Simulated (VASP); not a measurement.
# Cu (I4/mmm) in VASP: further runs, part 2 of 2

VASP 6.6.1. Earlier steps stand in the parts before.

## Step 3: Single point, PBE (strain -0.050 along x and y, +0.025 along z)

Input file INCAR:

```
SYSTEM = Cu
PREC     = Accurate       ! precision mode
ENCUT    = 520            ! plane-wave cutoff, eV
EDIFF    = 1E-6           ! SCF threshold, eV
ISMEAR   = 0              ! smearing method
SIGMA    = 0.15           ! smearing width, eV
LREAL    = .False.        ! projectors in reciprocal space
LASPH    = .True.         ! aspherical terms in the spheres
NELM     = 100            ! most SCF steps
ALGO     = Fast           ! electronic algorithm
ISIF     = 2              ! what is computed and relaxed
LWAVE    = .False.        ! write WAVECAR
LCHARG   = .True.         ! write CHGCAR
GGA      = PE             ! functional
LELF     = .True.         ! ELF
LVHAR    = .True.       
NBANDS   = 12             ! bands
```

Input file KPOINTS:

```
regular mesh
0
Gamma
  22 22 22
  0 0 0
```

Input file POSCAR:

```
Cu
1.0
    0.0000000000      1.7171250000      1.8526875000
    1.7171250000      0.0000000000      1.8526875000
    1.7171250000      1.7171250000      0.0000000000
Cu
1
Direct
    0.0000000000      0.0000000000      0.0000000000
```

Potentials or basis: VASP PAW PBE potentials, release 64 (Cu).

Command:

```console
> cat potpaw_PBE.64/Cu/POTCAR > POTCAR
> mpirun -np 1 vasp_std > vasp.out
```

OUTCAR:

```text
SYSTEM = Cu
   PREC = Accurate
   ENCUT = 520
   EDIFF = 1E-6
   ISMEAR = 0
   LREAL = .False.
   LASPH = .True.
   NELM = 100
   ISIF = 2
   GGA = PE

 ion  position               nearest neighbor table
   1  0.000  0.000  0.000-

  LATTYP: Found a body centered tetragonal cell.
 ALAT       =     2.4283814633
 C/A-ratio  =     1.5258620015

  Lattice vectors:

 A1 = (  -1.7171250000,   0.0000000000,   1.8526875000)
 A2 = (   1.7171250000,   0.0000000000,   1.8526875000)
 A3 = (   0.0000000000,   1.7171250000,  -1.8526875000)

Analysis of symmetry for initial positions (statically):
=====================================================================
 Subroutine PRICEL returns:
 Original cell was already a primitive cell.

 Routine SETGRP: Setting up the symmetry group for a
 body centered tetragonal supercell.

 Subroutine GETGRP returns: Found 16 space group operations
 (whereof 16 operations were pure point group operations)
 out of a pool of 16 trial point group operations.

The static configuration has the point symmetry D_4h.

Analysis of symmetry for dynamics (positions and initial velocities):
=====================================================================
 Subroutine PRICEL returns:
 Original cell was already a primitive cell.

 Routine SETGRP: Setting up the symmetry group for a
 body centered tetragonal supercell.

 Subroutine GETGRP returns: Found 16 space group operations
 (whereof 16 operations were pure point group operations)
 out of a pool of 16 trial point group operations.

The dynamic configuration has the point symmetry D_4h.

 Subroutine INISYM returns: Found 16 space group operations
 (whereof 16 operations are pure point group operations),
 and found     1 'primitive' translations

----------------------------------------------------------------------------------------

                                     Primitive cell

  volume of cell :      10.9254

[... 112 lines left out ...]
   LHFCALC =     F    Hartree Fock is set to
   AEXX    =    0.0000 exact exchange contribution
   IVDW    =     0    specifies the selected vdW correction
   LEPSILON=     F    determine dielectric tensor
   LRPA    =     F    only Hartree local field effects (RPA)
 non-spin polarized calculation
 RMM-DIIS sequential band-by-band and
 Gauss-broadening in eV      SIGMA  =   0.15
  energy-cutoff  :      520.00
  volume of cell :       10.93
 maximum number of plane-waves:       310
   NGX =  9   NGY =  9   NGZ =  9

 number of electron      10.9999992 magnetization

 Free energy of the ion-electron system (eV)
  ---------------------------------------------------
  ext. energy  EPLUGINS =         0.00000000
  ---------------------------------------------------
  free energy    TOTEN  =        -3.66807159 eV

  energy without entropy =       -3.66535291  energy(sigma->0) =       -3.66671225

 E-fermi :   8.6273     XC(G=0): -13.1841

 val. band max:        8.6186703284   @ k =  -0.2727   0.2273   0.0909
 cond. band min:       8.6330842200   @ k =   0.5000   0.4091   0.0909
 fundamental gap:      0.0144138916
 Fermi energy:         8.6272655085

 k-point     1 :       0.0000    0.0000    0.0000
  band No.  band energies     occupation
      1      -1.3677      2.00000
      2       5.0351      2.00000
      3       5.4691      2.00000
      4       5.4691      2.00000
      5       6.0061      2.00000
      6       6.4404      2.00000
      7      31.9216      0.00000
      8      34.7824      0.00000
      9      35.2777      0.00000
     10      35.2777      0.00000
     11      37.6443      0.00000
     12      37.6443      0.00000
[... 331 lines left out ...]
 k-point    24 :      -0.4545    0.0455    0.0000
  band No.  band energies     occupation
      1       3.0909      2.00000
      2       5.0576      2.00000
      3       5.5010      2.00000
      4       6.5208      2.00000
      5       6.7794      2.00000
      6       7.7314      2.00000
      7      13.0166      0.00000
      8      27.8703      0.00000
      9      32.0304      0.00000
     10      33.0477      0.00000
     11      34.7056      0.00000
     12      36.3308      0.00000

 [... further k-points ...]

------------------------ aborting loop because EDIFF is reached ----------------------------------------

  FORCE on cell =-STRESS in cart. coord.  units (eV):
  Direction    XX          YY          ZZ          XY          YZ          ZX
  --------------------------------------------------------------------------------------
  -------------------------------------------------------------------------------------
  Total        1.3318655      1.3318655      0.8320227      0.0000000      0.0000000      0.0000000
  in kB      195.3147165    195.3147165    122.0140314      0.0000000      0.0000000      0.0000000
  external PRESSURE =     170.8811548 kB  Pullay stress =       0.0000000 kB

 VOLUME and BASIS-vectors are now :
 -----------------------------------------------------------------------------
  energy-cutoff  :      520.00
  volume of cell :       10.93
      direct lattice vectors                 reciprocal lattice vectors
     0.000000000  1.717125000  1.852687500    -0.291184393  0.291184393  0.269878217
     1.717125000  0.000000000  1.852687500     0.291184393 -0.291184393  0.269878217
     1.717125000  1.717125000  0.000000000     0.291184393  0.291184393 -0.269878217

 POSITION                                       TOTAL-FORCE (eV/Angst)
 -----------------------------------------------------------------------------------
      0.00000      0.00000      0.00000         0.000000      0.000000      0.000000
 -----------------------------------------------------------------------------------
    total drift:                                0.000000     -0.000000     -0.000000

  FREE ENERGIE OF THE ION-ELECTRON SYSTEM (eV)
  ---------------------------------------------------
  free  energy   TOTEN  =        -3.6680715897 eV

  energy  without entropy=       -3.6653529143  energy(sigma->0) =       -3.66671225
```

OSZICAR:

```text
N       E                     dE             d eps       ncg     rms          rms(c)
DAV:   1     0.418428820951E+02    0.41843E+02   -0.54338E+03 22600   0.157E+03
DAV:   2    -0.331409859878E+01   -0.45157E+02   -0.41684E+02 20624   0.206E+02
DAV:   3    -0.458914544457E+01   -0.12750E+01   -0.12656E+01 23252   0.395E+01
DAV:   4    -0.459654134266E+01   -0.73959E-02   -0.73950E-02 22568   0.267E+00
DAV:   5    -0.459660580188E+01   -0.64459E-04   -0.64458E-04 23680   0.253E-01    0.775E+00
RMM:   6    -0.395702973682E+01    0.63958E+00   -0.28150E+00 25086   0.312E+01    0.386E+00
RMM:   7    -0.368601945678E+01    0.27101E+00   -0.37021E-01 25007   0.108E+01    0.107E+00
RMM:   8    -0.366949170516E+01    0.16528E-01   -0.13654E-02 25826   0.120E+00    0.316E-01
RMM:   9    -0.366797262946E+01    0.15191E-02   -0.37203E-03 26014   0.118E+00    0.291E-02
RMM:  10    -0.366807011909E+01   -0.97490E-04   -0.61695E-04 27199   0.282E-01    0.204E-02
RMM:  11    -0.366806988530E+01    0.23378E-06   -0.98411E-05 26350   0.169E-01    0.217E-02
RMM:  12    -0.366807102929E+01   -0.11440E-05   -0.35484E-05 28206   0.679E-02    0.445E-03
RMM:  13    -0.366807158971E+01   -0.56042E-06   -0.49620E-06 21339   0.220E-02
   1 F= -.36680716E+01 E0= -.36667123E+01  d E =-.271868E-02
```

Run time: 3.4 min. Hardware: 1 thread of AMD EPYC 7R13, shared host; peak memory 0.18 GiB.

Results:

| Quantity | Value |
| --- | --- |
| Free energy | -3.6681 eV |
| Pressure | 17.1 GPa |
| Band gap on the k mesh | zero (an odd number of electrons rules out a gap without spin polarisation) |

Caveat: the cell differs from its parent crystal (strain -0.050 along x and y, +0.025 along z); the stress differs along the axes, from 12 to 20 GPa.

## Step 4: Single point, PBE (strain -0.050 along x and y, +0.050 along z)

Input file INCAR:

```
PREC = Accurate ; ENCUT = 520
EDIFF = 1E-6 ; ISMEAR = 0
SIGMA = 0.15 ; LREAL = F
LASPH = T ; NELM = 100
ALGO = Normal ; ISIF = 2
LWAVE = F ; LCHARG = F
GGA = PE ; NBANDS = 12
```

Input file KPOINTS:

```
Automatic mesh
0
Gamma
  22 22 22
```

Input file POSCAR:

```
Cu
1.0
    0.0000000000      1.7171250000      1.8978750000
    1.7171250000      0.0000000000      1.8978750000
    1.7171250000      1.7171250000      0.0000000000
Cu
1
Direct
    0.0000000000      0.0000000000      0.0000000000
```

Command:

```console
> cat potpaw_PBE.64/Cu/POTCAR > POTCAR
> mpirun -np 1 vasp_std > vasp.out
```

Wall time 2.5 min (1 thread of AMD EPYC 7R13, shared host); peak memory 0.19 GiB.

The run converged. Its results:

```
Free energy            : -3.6828 eV
Pressure               : 12.1 GPa
Band gap on the k mesh : zero (an odd number of electrons rules out a gap without spin polarisation)
```

Stress tensor (GPa, compression positive):
```
15.20  0.00  0.00
 0.00 15.20  0.00
 0.00  0.00  5.78
```

Levels at points of the mesh, in eV from the Fermi level:
```tsv
k point	band 4	band 5	band 6	band 7	band 8	band 9
(0.00, 0.00, 0.00)	-3.03	-2.65	-2.09	23.19	25.76	26.32
(0.50, 0.00, 0.00)	-1.82	-1.64	-1.16	4.05	19.43	23.50
(0.50, 0.50, 0.00)	-1.60	-1.60	0.07	5.75	15.16	15.16
(0.50, 0.00, 0.50)	-1.76	-1.37	2.21	8.38	12.69	12.88
```

Caveat: the cell differs from its parent crystal (strain -0.050 along x and y, +0.050 along z); the stress differs along the axes, from 6 to 15 GPa.

## Step 5: Summary

| cell | gap on the mesh (eV) | pressure (GPa) |
| --- | --- | --- |
| a = 2.461, b = 2.461, c = 2.492 Å, angles 59.6, 59.6, 60.9°, 1 atom | none | 22.0 |
| a = 2.526, b = 2.526, c = 2.428 Å, angles 61.3, 61.3, 57.5°, 1 atom | none | 17.1 |
| a = 2.559, b = 2.559, c = 2.428 Å, angles 61.7, 61.7, 56.6°, 1 atom | none | 12.1 |

Alike in all rows: task single point; level PBE; potentials or basis VASP PAW PBE potentials, release 64 (Cu); no spin polarisation; k mesh 22 × 22 × 22; cutoff (eV) 520; smearing gaussian 0.15 eV.

Caveats: the cell stands under pressure (at least some runs); the stress differs along the axes, from 12 to 20 GPa (at least some runs); the stress differs along the axes, from 6 to 15 GPa (at least some runs).

Absolute energies hang on the potentials; compare differences alone.
